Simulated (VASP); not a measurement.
**Ir: single point with PBEsol**

The system is Ir.

```
Ir
1.0
     2.66884    0.00000    0.00000
    -1.33442    2.31128    0.00000
     0.00000    0.00000    4.32842
Ir
2
Direct
  0.66667 0.33333 0.75000
  0.33333 0.66667 0.25000
```

This cell differs from its parent crystal: strain -0.030 along x and y, -0.030 along z.

```yaml
Program: VASP 6.6.1
Task: single point
Functional: PBEsol
Potentials_or_basis: VASP PAW PBE potentials, release 64 (Ir)
Cutoff: 520 eV
k_mesh: 18 × 18 × 12
Occupations: gaussian, width 0.15 eV
Spin: no spin polarisation
```

* Pressure: 26.0 GPa
* Band gap on the k mesh: zero (band 9 reaches 12.53 eV, above the bottom of band 10 at 8.82 eV)

Stress tensor (GPa, compression positive):
```
25.75  0.00  0.00
 0.00 25.75  0.00
 0.00  0.00 26.48
```

Levels at points of the mesh, in eV from the Fermi level:
| k point | band 7 | band 8 | band 9 | band 10 | band 11 | band 12 |
| --- | --- | --- | --- | --- | --- | --- |
| (0.00, 0.00, 0.00) | -3.53 | -2.63 | -2.63 | -1.06 | 0.29 | 0.29 |
| (0.50, 0.00, 0.00) | -3.30 | 0.80 | 1.09 | 1.26 | 3.18 | 4.71 |
| (0.00, 0.00, 0.50) | -4.39 | -4.39 | -0.52 | -0.52 | -0.52 | -0.52 |
| (0.50, 0.00, 0.50) | -1.16 | -1.16 | 1.07 | 1.07 | 2.11 | 2.11 |

Wall time 31 s on 1 thread of Intel(R) Xeon(R) 6975P-C (Granite Rapids), with other jobs on the host, peak memory 0.21 GiB.

Caveat: the cell differs from its parent crystal (strain -0.030 along x and y, -0.030 along z); the PAW data sets were made with another functional, which shifts forces and pressure a little; spin-orbit coupling is left out, which moves the levels of the heavy elements.
